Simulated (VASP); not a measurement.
Wanted: the native input for a VASP 6.6.1 run.

```
Task                   : single point
Functional             : PBE
Potentials or basis    : VASP PAW PBE potentials, release 64 (Si, C)
Cutoff                 : 520 eV
k mesh                 : 10 × 10 × 10
Occupations            : fermi-dirac, width 0.02 eV
Spin                   : no spin polarisation
Dipole correction      : no
Further INCAR settings : ALGO = Normal; EDIFF = 1e-06; NBANDS = 11
```

The structure of SiC lies in POSCAR:

```
SiC
1.0
    0.0000000000      2.1780523510      2.2216133981
    2.1780523510      0.0000000000      2.2216133981
    2.1780523510      2.1780523510      0.0000000000
Si C
1 1
Direct
    0.0000000000      0.0000000000      0.0000000000
    0.2500000000      0.2500000000      0.2500000000
```

This cell differs from its parent crystal: uniaxial z strain +2.0%.

One way to write it, as run:

INCAR

```
  ALGO = Normal
  EDIFF = 1E-6
  ENCUT = 520
  GGA = PE
  ISIF = 2
  ISMEAR = -1
  LASPH = T
  LCHARG = F
  LREAL = F
  LWAVE = F
  NBANDS = 11
  NELM = 60
  PREC = Accurate
  SIGMA = 0.02
```

KPOINTS

```
k-points
0
Gamma
  10 10 10
```

Potentials or basis: VASP PAW PBE potentials, release 64 (Si, C).

Launch:

```bash
$ cat potpaw_PBE.64/Si/POTCAR potpaw_PBE.64/C/POTCAR > POTCAR
$ mpirun -np 1 vasp_std > vasp.out
```

It gave:

The pressure is -0.8 GPa and the band gap on the k mesh is 1.27 eV, indirect (least direct gap 4.50 eV).

Caveat: the cell differs from its parent crystal (uniaxial z strain +2.0%).

Wall time 22 s on 1 thread of Intel Xeon 8259CL, with other jobs on the host, peak memory 0.14 GiB.
